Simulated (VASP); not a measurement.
A run of VASP 6.6.1 is set up as follows.

Contents of INCAR:

```
SYSTEM = SnSe2
  PREC = Accurate
  ENCUT = 520
  EDIFF = 1E-7
  ISMEAR = 0
  SIGMA = 0.01
  LREAL = .False.
  LASPH = .True.
  NELM = 100
  ALGO = Normal
  ISIF = 2
  LWAVE = .False.
  LCHARG = .True.
  GGA = PE
  LELF = .True.
  LVHAR = .True.
  NBANDS = 20
```

The input KPOINTS:

```
Automatic mesh
0
Gamma
  6 6 4
  0 0 0
```

Contents of POSCAR:

```
SnSe2
1.0
    3.7594936861      0.0000000000      0.0000000000
   -1.8797468431      3.2558142617      0.0000000000
    0.0000000000      0.0000000000      6.0530709152
Sn Se
1 2
Direct
    0.0000000000      0.0000000000      0.0000000000
    0.3333333333      0.6666666667      0.2490000000
    0.6666666667      0.3333333333      0.7510000000
```

Potentials or basis: VASP PAW PBE potentials, release 64 (Sn_d, Se).

Command:

```console
$ cat potpaw_PBE.64/Sn_d/POTCAR potpaw_PBE.64/Se/POTCAR > POTCAR
$ mpirun -np 1 vasp_std > vasp.out
```

Estimate the largest force.

1.237 eV/Å.

What does it give for the band gap on the k mesh?

0.85 eV, indirect (least direct gap 1.28 eV).

Stress tensor (GPa, compression positive):
```
 8.94  0.00  0.00
 0.00  8.94  0.00
 0.00  0.00 10.16
```

Caveat: spin-orbit coupling is left out, which moves the levels of the heavy elements; this functional lacks dispersion, which binds the layers, so the pressure and a relaxed spacing across them are unreliable; forces of over 1 eV/Å act on the atoms, so gaps and moduli don't describe the material at rest. A k mesh can miss the band edges.
